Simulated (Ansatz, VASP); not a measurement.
## SnO2: VASP beside Ansatz

INCAR

```
ALGO     = Normal         # electronic algorithm
EDIFF    = 1E-6           # SCF threshold, eV
ENCUT    = 520            # plane-wave cutoff, eV
GGA      = PS             # functional
ISIF     = 2              # what is computed and relaxed
ISMEAR   = 0              # smearing method
LASPH    = True           # aspherical terms in the spheres
LCHARG   = False          # write CHGCAR
LREAL    = False          # projectors in reciprocal space
LWAVE    = False          # write WAVECAR
NBANDS   = 35             # bands
NELM     = 60             # most SCF steps
PREC     = Accurate       # precision mode
SIGMA    = 0.01           # smearing width, eV
```

The input KPOINTS:

```
k-points
0
Gamma
  4 4 6
```

Contents of POSCAR:

```
SnO2
1.0
    4.6902622069      0.0000000000      0.0000000000
    0.0000000000      4.7672361241      0.0000000000
    0.0000000000      0.0000000000      3.1747386606
Sn O
2 4
Direct
    0.5000000000      0.5000000000      0.5000000000
    0.0000000000      0.0000000000      0.0000000000
    0.2918550000      0.3210420000      0.0000000000
    0.7918550000      0.1789580000      0.5000000000
    0.2081450000      0.8210420000      0.5000000000
    0.7081450000      0.6789580000      0.0000000000
```

Input for Ansatz:

```yaml
crystal:
  lattice:
    - [4.690262206874543, 0.0, 0.0]
    - [0.0, 4.767236124125195, 0.0]
    - [0.0, 0.0, 3.1747386605640457]
  atoms:
    - { symbol: Sn, position: [0.5, 0.5, 0.5] }
    - { symbol: Sn, position: [0.0, 0.0, 0.0] }
    - { symbol: O, position: [0.291855, 0.321042, 0.0] }
    - { symbol: O, position: [0.791855, 0.178958, 0.5] }
    - { symbol: O, position: [0.208145, 0.821042, 0.5] }
    - { symbol: O, position: [0.708145, 0.678958, 0.0] }
basis:
  ecutwfc: 550.0
kpoints:
  mp_grid:
    grid: [4, 4, 6]
hamiltonian:
  xc: pbesol
  pseudopotentials:
    kind: paw
scf:
  occupations:
    method: fixed
output:
  stress: true
```

Alike in both runs: task single point; functional PBEsol; k mesh 4 × 4 × 6; no spin polarisation.

```csv
,VASP,Ansatz
version,VASP 6.6.1,Ansatz 0.2.0
potentials or method,"VASP PAW PBE potentials, release 64 (Sn_d, O), cutoff 520 eV","plane waves, PAW"
occupations,"gaussian, width 0.01 eV",fixed
valence electrons in the cell,52,52
```

```tsv
	VASP	Ansatz	Ansatz less VASP
pressure (GPa)	6.5	5.8	-0.70
traceless stress, the component that is largest in VASP (GPa)	1.91	1.65	-0.261
```

VASP's potentials were made for PBE, not for PBEsol.
